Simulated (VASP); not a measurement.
Crystal: Si3O2.

```
Si O
1.0
     2.70804    0.00000    0.00000
    -1.35402    2.34523    0.00000
     0.00000    0.00000   11.92165
Si O
3 2
Direct
  0.00000 0.00000 0.00000
  0.33333 0.66667 0.59136
  0.66667 0.33333 0.40864
  0.33333 0.66667 0.07648
  0.66667 0.33333 0.92352
```

- Program: VASP 6.6.1
- Task: relaxation of cell and atoms
- Functional: PBE
- Potentials or basis: VASP PAW PBE potentials, release 64 (Si, O)
- Cutoff: 600 eV
- k mesh: 18 × 18 × 4
- Occupations: gaussian, width 0.1 eV
- Spin: no spin polarisation

At the start: pressure -1.1 GPa; volume 15.14 Å³/atom.

Problem. How do energy, volume and symmetry change on relaxing?

Solution. Over 10 steps the energy falls by 3.5 meV/atom and the volume is 14.97 Å³/atom (-1.2 %); space group P-3m1 (No. 164, to 0.1 Å) before and after.

Step by step:
| step | energy change (eV) | largest force (eV/Å) | pressure (GPa) | volume (Å³) |
| --- | --- | --- | --- | --- |
| 1 | 0.0000 | 0.3213 | -1.13 | 75.71 |
| 2 | -0.0107 | 0.2301 | 0.77 | 74.55 |
| 3 | -0.0108 | 0.2498 | 0.96 | 74.44 |
| 4 | -0.0161 | 0.0755 | 0.73 | 74.39 |
| 5 | -0.0163 | 0.0460 | 0.69 | 74.39 |
| 6 | -0.0172 | 0.0422 | -0.06 | 74.81 |
| 7 | -0.0172 | 0.0323 | 0.02 | 74.76 |
| 8 | -0.0173 | 0.0122 | 0.02 | 74.79 |
| 9 | -0.0173 | 0.0114 | 0.03 | 74.81 |
| 10 | -0.0173 | 0.0099 | 0.01 | 74.83 |

Final structure:
```yaml
crystal:
  lattice:
    - [2.70345, 0.00000, 0.00000]
    - [-1.35173, 2.34126, 0.00000]
    - [0.00000, 0.00000, 11.82259]
  atoms:
    - { symbol: Si, position: [0.00000, 0.00000, 0.00000] }
    - { symbol: Si, position: [0.33333, 0.66667, 0.58871] }
    - { symbol: Si, position: [0.66667, 0.33333, 0.41129] }
    - { symbol: O, position: [0.33333, 0.66667, 0.07734] }
    - { symbol: O, position: [0.66667, 0.33333, 0.92266] }
```
